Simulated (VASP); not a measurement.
Input of a VASP 6.6.1 run:

Contents of INCAR:

```
SYSTEM = Re
PREC = Accurate ; ENCUT = 520
EDIFF = 1E-8 ; ISMEAR = -1
SIGMA = 0.03 ; LREAL = .FALSE.
LASPH = .TRUE. ; NELM = 100
ALGO = Normal ; ISIF = 2
LWAVE = .FALSE. ; LCHARG = .FALSE.
GGA = CA ; LEFG = .TRUE.
NBANDS = 10
```

File KPOINTS:

```
regular mesh
0
G
  14 14 14
  0 0 0
```

The input POSCAR:

```
Re
1.0
    0.0000000000      1.9550491410      1.9550491410
    1.9550491410      0.0000000000      1.9550491410
    1.9550491410      1.9550491410      0.0000000000
Re
1
Direct
    0.0000000000      0.0000000000      0.0000000000
```

Potentials or basis: VASP PAW LDA potentials, release 64 (Re).

The run is started by

```bash
$ cat potpaw_LDA.64/Re/POTCAR > POTCAR
$ mpirun -np 1 vasp_std > vasp.out
```

Q: Estimate the pressure.

A: -13.4 GPa.

Caveat: without QUAD_EFG the Cq values of the log hold for a quadrupole moment of 1 mb, not for the nuclei.
